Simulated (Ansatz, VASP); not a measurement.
# ZnS: VASP beside Ansatz

The input POSCAR:

```
ZnS
1.0
    3.7822379936      0.0000000000      0.0000000000
   -1.8911189968      3.2755141856      0.0000000000
    0.0000000000      0.0000000000      6.2081825480
Zn S
2 2
Direct
    0.3333333333      0.6666666667     -0.0625000000
    0.6666666667      0.3333333333      0.4375000000
    0.3333333333      0.6666666667      0.4375000000
    0.6666666667      0.3333333333      0.9375000000
```

INCAR.step1

```
PREC = Accurate ; ENCUT = 520
ISMEAR = 0 ; SIGMA = 0.01
LREAL = F ; LASPH = T
NELM = 100 ; NBANDS = 26
GGA = PE ; ALGO = Normal
EDIFF = 1E-4 ; LWAVE = T
LCHARG = F
```

INCAR.step2

```
PREC = Accurate ; ENCUT = 520
EDIFF = 1E-6 ; ISMEAR = 0
SIGMA = 0.01 ; LREAL = F
LASPH = T ; NELM = 100
ALGO = Normal ; ISIF = 2
LWAVE = F ; LCHARG = T
METAGGA = R2SCAN ; LMIXTAU = T
LELF = T ; LVHAR = T
NBANDS = 26 ; ISTART = 1
```

Contents of KPOINTS:

```
regular mesh
0
Gamma
  9 9 6
```

Input for Ansatz:

```yaml
crystal:
  lattice:
    - [3.7822379936, 0.0, 0.0]
    - [-1.8911189968, 3.2755141856, 0.0]
    - [0.0, 0.0, 6.208182548]
  atoms:
    - { symbol: Zn, position: [0.3333333333, 0.6666666667, -0.0625] }
    - { symbol: Zn, position: [0.6666666667, 0.3333333333, 0.4375] }
    - { symbol: S, position: [0.3333333333, 0.6666666667, 0.4375] }
    - { symbol: S, position: [0.6666666667, 0.3333333333, 0.9375] }
basis:
  ecutwfc: 500
  xc_grid: 2
kpoints:
  mp_grid: { grid: [9, 9, 6] }
hamiltonian:
  xc: r2scan
  pseudopotentials: { kind: paw, azcp: { folder: soft_1 } }
scf:
  occupations: { method: fixed }
output:
  forces: true
  stress: true
  eigenvalues: true
  polarization: {}
```

Change from the starting cell: polar distortion scaled by 0.00.

Alike in both runs: task single point; functional r2SCAN; k mesh 9 × 9 × 6; no spin polarisation.

|  | VASP | Ansatz |
| --- | --- | --- |
| version | VASP 6.6.1 | Ansatz 0.2.0 |
| potentials or method | VASP PAW PBE potentials, release 64 (Zn, S), cutoff 520 eV | scalar-relativistic, plane waves, PAW |
| occupations | gaussian, width 0.01 eV | fixed |
| valence electrons in the cell | 36 | 36 |

|  | VASP | Ansatz | Ansatz less VASP |
| --- | --- | --- | --- |
| gap on the k mesh at the Fermi level (eV) | 3.17 | 3.15 | -0.020 |
| least direct gap on the mesh (eV) | 3.17 | 3.15 | -0.020 |
| pressure (GPa) | 7.8 | 7.5 | -0.22 |
| traceless stress, the component that is largest in VASP (GPa) | -6.90 | -6.74 | +0.157 |

VASP's potentials were made for PBE, not for r2SCAN.
